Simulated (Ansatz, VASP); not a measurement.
## Two plane-wave programs on VH3

The input INCAR:

```
SYSTEM = VH3
PREC = Accurate
ENCUT = 600
EDIFF = 1E-7
ISMEAR = 0
SIGMA = 0.1
LREAL = .FALSE.
LASPH = .TRUE.
NELM = 150
ALGO = Normal
ISIF = 3
LWAVE = .FALSE.
LCHARG = .FALSE.
ISPIN = 2
MAGMOM = 1.95 1.95 0 0 0 0 0 0
LORBIT = 11
LMAXMIX = 4
GGA = PE
IBRION = 2
NSW = 90
EDIFFG = -0.04
```

File KPOINTS:

```
regular mesh
0
G
  6 6 6
  0 0 0
```

File POSCAR:

```
VH3
1.0
    4.4944731697      0.0000000000      0.0000000000
   -2.2472365848      3.8923279416      0.0000000000
    0.0000000000      0.0000000000      3.6075081813
V H
2 6
Direct
    0.3333333333      0.6666666667      0.2500000000
    0.6666666667      0.3333333333      0.7500000000
    0.8330000000      0.6660000000      0.2500000000
    0.1670000000      0.8330000000      0.7500000000
    0.3340000000      0.1670000000      0.2500000000
    0.1670000000      0.3340000000      0.7500000000
    0.8330000000      0.1670000000      0.2500000000
    0.6660000000      0.8330000000      0.7500000000
```

Input for Ansatz:

```yaml
crystal:
  lattice:
    - [4.4944731697, 0.0, 0.0]
    - [-2.2472365848, 3.8923279416, 0.0]
    - [0.0, 0.0, 3.6075081813]
  atoms:
    - { symbol: V, position: [0.3333333333, 0.6666666667, 0.25], spin: 1.95 }
    - { symbol: V, position: [0.6666666667, 0.3333333333, 0.75], spin: 1.95 }
    - { symbol: H, position: [0.833, 0.666, 0.25] }
    - { symbol: H, position: [0.167, 0.833, 0.75] }
    - { symbol: H, position: [0.334, 0.167, 0.25] }
    - { symbol: H, position: [0.167, 0.334, 0.75] }
    - { symbol: H, position: [0.833, 0.167, 0.25] }
    - { symbol: H, position: [0.666, 0.833, 0.75] }
basis:
  ecutwfc: 420
kpoints:
  mp_grid: { grid: [6, 6, 6] }
hamiltonian:
  xc: pbe
scf:
  occupations: { method: gaussian, width: 0.1 }
  lower_state_search: "off"
output:
  forces: true
  stress: true
  eigenvalues: true
  populations: true
magnetization:
  spin_polarized: true
relax:
  adjacent_minimum: "off"
  f_tol: 0.04
  max_steps: 70
  cell: { stress_tol: 0.4 }
```

Alike in both runs: task relaxation of cell and atoms; functional PBE; k mesh 6 × 6 × 6; occupations gaussian, width 0.1 eV; collinear spin.

|  | VASP | Ansatz |
| --- | --- | --- |
| version | VASP 6.6.1 | Ansatz 0.2.0 |
| potentials or method | VASP PAW PBE potentials, release 64 (V_sv, H), cutoff 600 eV | scalar-relativistic, plane waves, PAW |
| valence electrons in the cell | 32 | 32 |

Ansatz gave:

| Property | Result |
| --- | --- |
| gap on the k mesh at the Fermi level, each at its own relaxed structure (eV) | none |
| net moment per atom (μB) | 0.00 |
| relaxed volume (Å³/atom) | 5.45 |
| relaxed cell length with the largest relative difference (Å) | 2.889 |

Question: Estimate VASP's values.

Answer: gap on the k mesh at the Fermi level, each at its own relaxed structure (eV): none; net moment per atom (μB): 0.00; relaxed volume (Å³/atom): 5.44; relaxed cell length with the largest relative difference (Å): 2.897.

A gap of «none» marks a metal or a gap that the smearing closes. Ansatz's warnings: seeded moment not kept.

Noted on VASP's run: the volume moved by over 15 % at a fixed basis, so the end points are rough.
